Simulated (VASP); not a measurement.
A run of VASP 6.6.1 is set up as follows.

The input INCAR:

```
PREC = Accurate
ENCUT = 520
EDIFF = 1E-7
ISMEAR = 0
SIGMA = 0.02
LREAL = False
LASPH = True
NELM = 60
ALGO = Normal
ISIF = 2
LWAVE = False
LCHARG = False
GGA = PS
NBANDS = 16
```

The input KPOINTS:

```
regular mesh
0
Gamma
  9 9 6
```

POSCAR

```
MgO
1.0
    3.2329979227      0.0000000000      0.0000000000
   -1.6164989614      2.7998583315      0.0000000000
    0.0000000000      0.0000000000      4.7954754904
Mg O
2 2
Direct
    0.3333333300      0.6666666700     -0.0038608726
    0.6666666700      0.3333333300      0.4961391274
    0.3333333300      0.6666666700      0.4084608726
    0.6666666700      0.3333333300      0.9084608726
```

Potentials or basis: VASP PAW PBE potentials, release 64 (Mg, O).

Run with:

```console
$ cat potpaw_PBE.64/Mg/POTCAR potpaw_PBE.64/O/POTCAR > POTCAR
$ mpirun -np 1 vasp_std > vasp.out
```

(1) Estimate the pressure.

(2) Predict the band gap on the k mesh.

(3) Estimate the largest force.

Results:

(1) 11.7 GPa.

(2) 3.70 eV, direct.

(3) 0.140 eV/Å.

Caveat: the cell differs from its parent crystal (strained); the PAW data sets were made with another functional, which shifts forces and pressure a little.
